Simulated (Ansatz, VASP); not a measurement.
# Two plane-wave programs on SnSe

```xyz
2
Lattice="0.0000 3.0852 2.9348 3.0852 0.0000 2.9348 3.0852 3.0852 0.0000" Properties=species:S:1:pos:R:3 pbc="T T T"
Sn    0.0000    0.0000    0.0000
Se    3.0852    3.0852    2.9348
```

Change from the starting cell: strain +0.025 along x and y, -0.025 along z, atoms carried along.

Alike in both runs: task single point; functional LDA; k mesh 8 × 8 × 8; occupations gaussian, width 0.05 eV; no spin polarisation.

|  | VASP | Ansatz |
| --- | --- | --- |
| version | VASP 6.6.1 | Ansatz 0.2.0 |
| potentials or method | VASP PAW LDA potentials, release 64 (Sn_d, Se), cutoff 520 eV | scalar-relativistic, plane waves, PAW |
| valence electrons in the cell | 20 | 30 |

|  | VASP | Ansatz | Ansatz less VASP |
| --- | --- | --- | --- |
| gap on the k mesh at the Fermi level (eV) | 0.59 | 0.57 | -0.018 |
| least direct gap on the mesh (eV) | 0.59 | 0.57 | -0.018 |
| pressure (GPa) | -4.0 | -4.1 | -0.08 |
| traceless stress, the component that is largest in VASP (GPa) | 3.58 | 3.55 | -0.036 |

LDA's correlation is that of Perdew and Zunger in VASP and of Perdew and Wang (1992) in Ansatz. VASP's potentials hold 20 valence electrons a cell and Ansatz's 30, so a difference there can come from the potentials and not from the codes.
